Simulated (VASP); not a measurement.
Write the native input for VASP 6.6.1 that does the following.

| Item | Value |
| --- | --- |
| Task | single point |
| Functional | PBE |
| Potentials or basis | VASP PAW PBE potentials, release 64 (Li_sv, Cl) |
| Cutoff | 520 eV |
| k mesh | 6 × 6 × 2 |
| Occupations | gaussian, width 0.01 eV |
| Spin | no spin polarisation |
| Dipole correction | no |
| Further INCAR settings | ALGO = Normal; EDIFF = 1e-07; NBANDS = 18 |

The structure of LiCl lies in POSCAR:

```
LiCl
1.0
    3.7593650151      0.0000000000      0.0000000000
   -1.8796825075      3.2557056051      0.0000000000
    0.0000000000      0.0000000000      6.0110185438
Li Cl
2 2
Direct
    0.6666666667      0.3333333333      0.8780761540
    0.3333333333      0.6666666667      0.3780761540
    0.6666666667      0.3333333333      0.4969248460
    0.3333333333      0.6666666667      0.9969248460
```

These files were run (other wordings do the same):

INCAR

```
PREC = Accurate ; ENCUT = 520
EDIFF = 1E-7 ; ISMEAR = 0
SIGMA = 0.01 ; LREAL = False
LASPH = True ; NELM = 100
ALGO = Normal ; ISIF = 2
LWAVE = False ; LCHARG = False
GGA = PE ; NBANDS = 18
```

KPOINTS

```
Automatic mesh
0
Gamma
  6 6 2
```

Potentials or basis: VASP PAW PBE potentials, release 64 (Li_sv, Cl).

Run with:

```sh
$ cat potpaw_PBE.64/Li_sv/POTCAR potpaw_PBE.64/Cl/POTCAR > POTCAR
$ mpirun -np 1 vasp_std > vasp.out
```

Results of the run:

* Largest force: 0.006 eV/Å
* Band gap on the k mesh: 6.41 eV

Caveat: the k points lie up to 0.52 Å⁻¹ apart.

Run time: 43 s on 1 thread of AMD EPYC 7R13 (shared host), peak memory 0.15 GiB.
